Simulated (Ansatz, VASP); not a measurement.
**One calculation of Sn, two programs**

```
Sn
1.0
    -1.98812    1.98812    1.62715
     1.98812   -1.98812    1.62715
     1.98812    1.98812   -1.62715
Sn
1
Direct
  0.00000 0.00000 0.00000
```

Change from the starting cell: volume scaled by 0.9405, PAW files.

Alike in both runs: task electric field gradients; functional PBE; k mesh 16 × 16 × 16; occupations fermi-dirac, width 0.05 eV; no spin polarisation.

|  | VASP | Ansatz |
| --- | --- | --- |
| version | VASP 6.6.1 | Ansatz 0.2.0 |
| potentials or method | VASP PAW PBE potentials, release 64 (Sn_d) | PAW with Ansatz's default frozen-core files, scalar-relativistic |
| plane-wave cutoff (eV) | 520 | 420 |
| valence electrons in the cell | 14 | 14 |

```tsv
	VASP	Ansatz	Ansatz less VASP
pressure (GPa)	4.6	4.7	+0.06
traceless stress, the component that is largest in VASP (GPa)	0.89	0.90	+0.002
size of Vzz on the site where it differs most (V/Å²)	12.9	14.6	+1.72
```
